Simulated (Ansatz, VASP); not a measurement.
## Two plane-wave programs on Ga

INCAR

```
  ALGO = Normal
  EDIFF = 1E-6
  ENCUT = 520
  GGA = PE
  ISIF = 2
  ISMEAR = 1
  LASPH = True
  LCHARG = True
  LELF = True
  LREAL = False
  LVHAR = True
  LWAVE = False
  NBANDS = 34
  NELM = 100
  PREC = Accurate
  SIGMA = 0.6
```

Contents of KPOINTS:

```
k-points
0
Gamma
  8 8 7
```

POSCAR

```
Ga
1.0
    2.3107968683     -3.8729233244      0.0000000000
    2.3107968683      3.8729233244      0.0000000000
    0.0000000000      0.0000000000      4.5463111460
Ga
4
Direct
    0.8442122196      0.1557877804      0.0839449706
    0.6557877804      0.3442122196      0.5839449706
    0.1557877804      0.8442122196      0.9160550294
    0.3442122196      0.6557877804      0.4160550294
```

Input for Ansatz:

```yaml
crystal:
  lattice:
    - [2.3107968683, -3.8729233244, 0.0]
    - [2.3107968683, 3.8729233244, 0.0]
    - [0.0, 0.0, 4.546311146]
  atoms:
    - { symbol: Ga, position: [0.8442122196, 0.1557877804, 0.0839449706] }
    - { symbol: Ga, position: [0.6557877804, 0.3442122196, 0.5839449706] }
    - { symbol: Ga, position: [0.1557877804, 0.8442122196, 0.9160550294] }
    - { symbol: Ga, position: [0.3442122196, 0.6557877804, 0.4160550294] }
hamiltonian:
  xc: pbe
  pseudopotentials:
    kind: paw
    azcp:
      Ga: "pseudopotentials/Ga.paw.azcp"
basis:
  ecutwfc: 420
  fft_grid_basis: typed
kpoints:
  mp_grid: { grid: [8, 8, 7], shift: [0, 0, 0] }
magnetization:
  spin_polarized: false
scf:
  occupations: { method: methfessel_paxton, width: 0.6 }
  lower_state_search: "off"
output:
  stress: true
```

Alike in both runs: task single point; functional PBE; k mesh 8 × 8 × 7; occupations methfessel-paxton of order 1, width 0.6 eV; no spin polarisation.

```csv
,VASP,Ansatz
version,VASP 6.6.1,Ansatz 0.2.0
potentials or method,"VASP PAW PBE potentials, release 64 (Ga_d), cutoff 520 eV","plane waves (420 eV) with PAW, scalar-relativistic"
valence electrons in the cell,52,52
```

```tsv
	VASP	Ansatz	Ansatz less VASP
pressure (GPa)	0.0	-0.2	-0.15
traceless stress, the component that is largest in VASP (GPa)	-0.09	-0.10	-0.015
```
